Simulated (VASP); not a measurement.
Input of a VASP 6.6.1 run:

The input INCAR:

```
SYSTEM = NaCl
  PREC = Accurate
  ENCUT = 500
  EDIFF = 1E-6
  ISMEAR = 0
  SIGMA = 0.01
  LREAL = .FALSE.
  LASPH = .TRUE.
  NELM = 120
  ALGO = Normal
  ISIF = 2
  LWAVE = .FALSE.
  LCHARG = .FALSE.
  GGA = PE
  NBANDS = 14
  GGA_COMPAT = .FALSE.
```

Contents of KPOINTS:

```
Automatic mesh
0
G
  8 8 8
  0 0 0
```

Contents of POSCAR:

```
NaCl
1.0
    0.0000000000      2.8200000000      2.8200000000
    2.8200000000      0.0000000000      2.8200000000
    2.8200000000      2.8200000000      0.0000000000
Na Cl
1 1
Direct
    0.0000000000      0.0000000000      0.0000000000
    0.5000000000      0.5000000000      0.5000000000
```

Potentials or basis: VASP PAW PBE potentials, release 64 (Na_pv, Cl).

Command:

```sh
$ cat potpaw_PBE.64/Na_pv/POTCAR potpaw_PBE.64/Cl/POTCAR > POTCAR
$ mpirun -np 1 vasp_std > vasp.out
```

**Question.** Predict the band gap on the k mesh.

**Answer.** 5.11 eV.

**Question.** Predict the pressure.

**Answer.** 0.7 GPa.

A k mesh can miss the band edges.
